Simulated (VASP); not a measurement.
# FePt (Pm-3m) in VASP: further runs

FePt is run at these levels: PBEsol; tasks: single point, relaxation of cell and atoms.

Program: VASP 6.6.1. These are calculated values, not measurements. Logs are shortened: lines on timing, memory, paths and dates and some standing lists are left out, and cuts for length are marked.

## (1) The cell of the first run

It takes space group Pm-3m (No. 221, cubic). The conventional cell has a = 3.013 Å, b = 3.013 Å, c = 3.013 Å, α = 90.00°, β = 90.00°, γ = 90.00°. Within 3.4 Å of Fe (site symmetry m-3m) lie 8 Pt at 2.61 Å and 6 Fe at 3.01 Å. Pt (site symmetry m-3m) has 8 Fe at 2.61 Å and 6 Pt at 3.01 Å within 3.4 Å.

## (2) Single point, PBEsol, collinear spin, ferromagnetic start

The input, INCAR:

```
ALGO = Normal ; EDIFF = 1E-6
ENCUT = 520 ; GGA = PS
ISIF = 2 ; ISMEAR = 0
ISPIN = 2 ; LASPH = True
LCHARG = True ; LELF = True
LMAXMIX = 4 ; LORBIT = 11
LREAL = False ; LVHAR = True
LWAVE = False ; MAGMOM = 3.37 0.42
NBANDS = 20 ; NELM = 150
PREC = Accurate ; SIGMA = 0.1
```

The input, KPOINTS:

```
k-points
0
Gamma
  14 14 14
```

The input, POSCAR:

```
FePt
1.0
    3.0132727765      0.0000000000      0.0000000000
    0.0000000000      3.0132727765      0.0000000000
    0.0000000000      0.0000000000      3.0132727765
Fe Pt
1 1
Direct
    0.5000000000      0.5000000000      0.5000000000
    0.0000000000      0.0000000000      0.0000000000
```

Potentials or basis: VASP PAW PBE potentials, release 64 (Fe, Pt).

Run with:

```console
$ cat potpaw_PBE.64/Fe/POTCAR potpaw_PBE.64/Pt/POTCAR > POTCAR
$ mpirun -np 1 vasp_std > vasp.out
```

OUTCAR:

```text
EDIFF = 1E-6
   ENCUT = 520
   GGA = PS
   ISIF = 2
   ISMEAR = 0
   ISPIN = 2
   LASPH = True
   LORBIT = 11
   LREAL = False
   NELM = 150
   PREC = Accurate

 ion  position               nearest neighbor table
   1  0.500  0.500  0.500-   2 2.61   2 2.61   2 2.61   2 2.61   2 2.61   2 2.61   2 2.61   2 2.61

   2  0.000  0.000  0.000-   1 2.61   1 2.61   1 2.61   1 2.61   1 2.61   1 2.61   1 2.61   1 2.61

  LATTYP: Found a simple cubic cell.
 ALAT       =     3.0132727765

  Lattice vectors:

 A1 = (   3.0132727765,   0.0000000000,   0.0000000000)
 A2 = (   0.0000000000,   3.0132727765,   0.0000000000)
 A3 = (   0.0000000000,   0.0000000000,   3.0132727765)

Analysis of symmetry for initial positions (statically):
=====================================================================
 Subroutine PRICEL returns:
 Original cell was already a primitive cell.

 Routine SETGRP: Setting up the symmetry group for a
 simple cubic supercell.

 Subroutine GETGRP returns: Found 48 space group operations
 (whereof 48 operations were pure point group operations)
 out of a pool of 48 trial point group operations.

The static configuration has the point symmetry O_h .

Analysis of symmetry for dynamics (positions and initial velocities):
=====================================================================
 Subroutine PRICEL returns:
 Original cell was already a primitive cell.

 Routine SETGRP: Setting up the symmetry group for a
 simple cubic supercell.

 Subroutine GETGRP returns: Found 48 space group operations
 (whereof 48 operations were pure point group operations)
 out of a pool of 48 trial point group operations.

The dynamic configuration has the point symmetry O_h .

Analysis of structural, dynamic, and magnetic symmetry:
=====================================================================
 Subroutine PRICEL returns:
 Original cell was already a primitive cell.

 Routine SETGRP: Setting up the symmetry group for a
 simple cubic supercell.

 Subroutine GETGRP returns: Found 48 space group operations
 (whereof 48 operations were pure point group operations)
 out of a pool of 48 trial point group operations.

The overall configuration has the point symmetry O_h .

 Subroutine INISYM returns: Found 48 space group operations
 (whereof 48 operations are pure point group operations),
 and found     1 'primitive' translations

[... 116 lines left out ...]
  Fermi-wavevector in a.u.,A,eV,Ry     =   1.423838  2.690663 27.583287  2.027314
  Thomas-Fermi vector in A             =   2.544393
   LORBIT       =     11    0 simple, 1 ext, 2 COOP (PROOUT), +10 PAW based schemes
   GGA     = PS    functional components
   LHFCALC =     F    Hartree Fock is set to
   AEXX    =    0.0000 exact exchange contribution
   IVDW    =     0    specifies the selected vdW correction
   LEPSILON=     F    determine dielectric tensor
   LRPA    =     F    only Hartree local field effects (RPA)
 spin polarized calculation
 Gauss-broadening in eV      SIGMA  =   0.10
  energy-cutoff  :      520.00
  volume of cell :       27.36
 maximum number of plane-waves:       756
 NGX is ok and might be reduce to    24
   NGX = 11   NGY = 11   NGZ = 11

 number of electron      18.0000005 magnetization       3.4000486

 Free energy of the ion-electron system (eV)
  ---------------------------------------------------
  ext. energy  EPLUGINS =         0.00000000
  ---------------------------------------------------
  free energy    TOTEN  =       -15.90930950 eV

  energy without entropy =      -15.89524674  energy(sigma->0) =      -15.90227812

 E-fermi :   8.8584     XC(G=0): -13.2531

 val. band max:        8.8581282290   @ k =   0.3571   0.1429   0.1429
 cond. band min:       8.8649855765   @ k =   0.5000   0.2143   0.1429
 fundamental gap:      0.0068573475
 Fermi energy:         8.8583809253

 spin component 1

 k-point     1 :       0.0000    0.0000    0.0000
  band No.  band energies     occupation
      1      -1.0662      1.00000
      2       2.4368      1.00000
      3       2.4368      1.00000
      4       5.2184      1.00000
      5       5.2184      1.00000
      6       5.2184      1.00000
[... 541 lines left out ...]
     19      28.9150      0.00000
     20      31.7784      0.00000

 [... further k-points ...]

 spin component 2

 k-point     1 :       0.0000    0.0000    0.0000
  band No.  band energies     occupation
      1      -0.8026      1.00000
      2       3.1074      1.00000
      3       3.1074      1.00000
      4       6.2731      1.00000
      5       6.2731      1.00000
      6       6.2731      1.00000
[... 541 lines left out ...]
     19      29.4260      0.00000
     20      32.1586      0.00000

 [... further k-points ...]

------------------------ aborting loop because EDIFF is reached ----------------------------------------

  FORCE on cell =-STRESS in cart. coord.  units (eV):
  Direction    XX          YY          ZZ          XY          YZ          ZX
  --------------------------------------------------------------------------------------
  -------------------------------------------------------------------------------------
  Total       -0.0632672     -0.0632672     -0.0632672     -0.0000000      0.0000000     -0.0000000
  in kB       -3.7048768     -3.7048768     -3.7048768     -0.0000000      0.0000000     -0.0000000
  external PRESSURE =      -3.7048768 kB  Pullay stress =       0.0000000 kB

 VOLUME and BASIS-vectors are now :
 -----------------------------------------------------------------------------
  energy-cutoff  :      520.00
  volume of cell :       27.36
      direct lattice vectors                 reciprocal lattice vectors
     3.013272777  0.000000000  0.000000000     0.331865076  0.000000000  0.000000000
     0.000000000  3.013272777  0.000000000     0.000000000  0.331865076  0.000000000
     0.000000000  0.000000000  3.013272777     0.000000000  0.000000000  0.331865076

 POSITION                                       TOTAL-FORCE (eV/Angst)
 -----------------------------------------------------------------------------------
      1.50664      1.50664      1.50664         0.000000      0.000000      0.000000
      0.00000      0.00000      0.00000         0.000000      0.000000      0.000000
 -----------------------------------------------------------------------------------
    total drift:                                0.000000      0.000000     -0.000000

  FREE ENERGIE OF THE ION-ELECTRON SYSTEM (eV)
  ---------------------------------------------------
  free  energy   TOTEN  =       -15.9093094965 eV

  energy  without entropy=      -15.8952467419  energy(sigma->0) =      -15.90227812

 total charge

# of ion       s       p       d       tot
------------------------------------------
    1        0.429   0.482   6.134   7.045
    2        0.696   0.625   8.074   9.395
--------------------------------------------------
tot          1.125   1.107  14.209  16.440

 magnetization (x)

# of ion       s       p       d       tot
------------------------------------------
    1        0.016   0.011   2.945   2.973
    2       -0.034  -0.034   0.431   0.363
--------------------------------------------------
tot         -0.018  -0.023   3.377   3.336
```

It took 2.8 min on 1 thread of Intel Xeon 8259CL, shared host; peak memory 0.23 GiB.

What came out:

- Free energy: -15.9093 eV
- Pressure: -0.4 GPa
- Net moment: 3.40 μB per cell
- Site moments: Fe +2.97; Pt +0.36 μB
- Valence electrons inside the program's atomic spheres: Fe 7.04; Pt 9.39

Caveat: the PAW data sets were made with another functional, which shifts forces and pressure a little; spin-orbit coupling is left out, which moves the levels of the heavy elements.

## (3) Relaxation of cell and atoms, PBEsol, collinear spin, ferromagnetic start

This run uses another cell than the first one, of 13.73 Å³/atom.

The input, INCAR:

```
SYSTEM = FePt
ALGO = Fast
EDIFF = 1E-6
EDIFFG = -0.01
ENCUT = 600
GGA = PS
IBRION = 2
ISIF = 3
ISMEAR = 0
ISPIN = 2
LASPH = .True.
LCHARG = .False.
LMAXMIX = 4
LORBIT = 11
LREAL = .False.
LWAVE = .False.
MAGMOM = 3.37 0.42
NELM = 150
NSW = 80
PREC = Accurate
SIGMA = 0.1
```

The input, KPOINTS:

```
k-points
0
Gamma
  14 14 14
  0 0 0
```

The input, POSCAR:

```
FePt
1.0
    3.0168260830      0.0000000000      0.0000000000
    0.0000000000      3.0168260830      0.0000000000
    0.0000000000      0.0000000000      3.0168260830
Fe Pt
1 1
Direct
    0.5000000000      0.5000000000      0.5000000000
    0.0000000000      0.0000000000      0.0000000000
```

Potentials or basis: VASP PAW PBE potentials, release 64 (Fe, Pt).

Run with:

```console
$ cat potpaw_PBE.64/Fe/POTCAR potpaw_PBE.64/Pt/POTCAR > POTCAR
$ mpirun -np 1 vasp_std > vasp.out
```

Run time: 4.5 min. Hardware: 1 thread of Intel Xeon 8259CL, shared host; peak memory 0.24 GiB.

It converged, with:

```
Free energy                                           : -15.9089 eV
Relaxed volume                                        : 13.66 Å³/atom
Relaxed cell                                          : a = 3.012 Å, b = 3.012 Å, c = 3.012 Å, α = 90.00°, β = 90.00°, γ = 90.00°
Space group after relaxing (to 0.1 Å)                 : Pm-3m (No. 221)
Energy gained by relaxing                             : 0.3 meV/atom
Ionic steps                                           : 3
Pressure after relaxing                               : 0.1 GPa
Net moment                                            : 3.40 μB per cell
Site moments                                          : Fe +2.97; Pt +0.36 μB
Valence electrons inside the program's atomic spheres : Fe 7.05; Pt 9.40
```

Step by step:
```csv
step,energy change (eV),largest force (eV/Å),pressure (GPa),volume (Å³)
1,0.0000,0.0000,-1.15,27.46
2,0.0010,0.0000,1.96,27.07
3,-0.0005,0.0000,0.07,27.31
```

Final structure:
```
CELL_PARAMETERS angstrom
3.01154 0.00000 0.00000
0.00000 3.01154 0.00000
0.00000 0.00000 3.01154
ATOMIC_POSITIONS crystal
Fe 0.50000 0.50000 0.50000
Pt 0.00000 0.00000 0.00000
```

Levels at points of the mesh, in eV from the Fermi level:
Spin up:
```tsv
k point	band 7	band 8	band 9	band 10	band 11	band 12	band 13	band 14	band 15
(0.00, 0.00, 0.00)	-2.02	-2.02	-0.58	-0.58	-0.58	7.65	7.65	7.65	15.28
(0.50, 0.00, 0.00)	-2.88	-2.88	-2.35	-2.03	-1.27	-0.05	13.29	14.55	14.55
(0.50, 0.50, 0.00)	-1.81	-0.96	-0.50	-0.50	-0.31	-0.31	4.59	7.80	14.37
(0.50, 0.50, 0.50)	-2.13	-2.13	-0.88	-0.88	6.30	6.59	6.83	6.83	6.83
```
Spin down:
```
           k point  band 3  band 4  band 5  band 6  band 7  band 8  band 9  band 10  band 11  band 12
(0.00, 0.00, 0.00)   -5.76   -2.59   -2.59   -2.59    0.52    0.52    1.40     1.40     1.40     8.00
(0.50, 0.00, 0.00)   -4.37   -3.18   -3.18   -1.75   -1.04   -0.41   -0.41     0.22     0.35     1.67
(0.50, 0.50, 0.00)   -4.02   -4.02   -0.66   -0.40   -0.24   -0.24    0.72     1.26     1.75     1.75
(0.50, 0.50, 0.50)   -5.19   -1.91   -1.91   -1.91   -0.58   -0.58    1.30     1.30     6.42     7.62
```

Caveat: the PAW data sets were made with another functional, which shifts forces and pressure a little; spin-orbit coupling is left out, which moves the levels of the heavy elements.
